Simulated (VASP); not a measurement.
Here is a VASP 6.6.1 calculation.

Contents of INCAR:

```
  PREC = Accurate
  ENCUT = 520
  EDIFF = 1E-7
  ISMEAR = -1
  SIGMA = 0.02
  LREAL = F
  LASPH = T
  NELM = 80
  ALGO = Normal
  ISIF = 2
  LWAVE = F
  LCHARG = F
  GGA = PS
  NBANDS = 63
```

Contents of KPOINTS:

```
Automatic mesh
0
Gamma
  6 6 4
```

The input POSCAR:

```
TiSn3O8
1.0
    3.3415804912     -3.3364864153      0.0000000000
    3.3415804912      3.3364864153      0.0000000000
    0.0000000000      0.0000000000      6.3078902247
Sn O Ti
3 8 1
Direct
    0.5000000000      0.5000000000      0.2547200278
    0.0000000000      0.0000000000      0.0000000000
    0.5000000000      0.5000000000      0.7452799722
    0.1900481812      0.1900481812      0.2615131147
    0.8099518188      0.8099518188      0.2615131147
    0.6940237648      0.3059762352      0.0000000000
    0.3059762352      0.6940237648      0.0000000000
    0.1900481812      0.1900481812      0.7384868853
    0.8099518188      0.8099518188      0.7384868853
    0.7035634047      0.2964365953      0.5000000000
    0.2964365953      0.7035634047      0.5000000000
    0.0000000000      0.0000000000      0.5000000000
```

Potentials or basis: VASP PAW PBE potentials, release 64 (Sn_d, O, Ti_sv).

Command:

```sh
$ cat potpaw_PBE.64/Sn_d/POTCAR potpaw_PBE.64/O/POTCAR potpaw_PBE.64/Ti_sv/POTCAR > POTCAR
$ mpirun -np 1 vasp_std > vasp.out
```

(1) Estimate the pressure.

(2) Estimate the largest force.

(3) Estimate the band gap on the k mesh.

Results:

(1) 0.6 GPa.

(2) 0.031 eV/Å.

(3) 1.81 eV (least direct gap 2.02 eV).

Caveat: the PAW data sets were made with another functional, which shifts forces and pressure a little; spin-orbit coupling is left out, which moves the levels of the heavy elements.
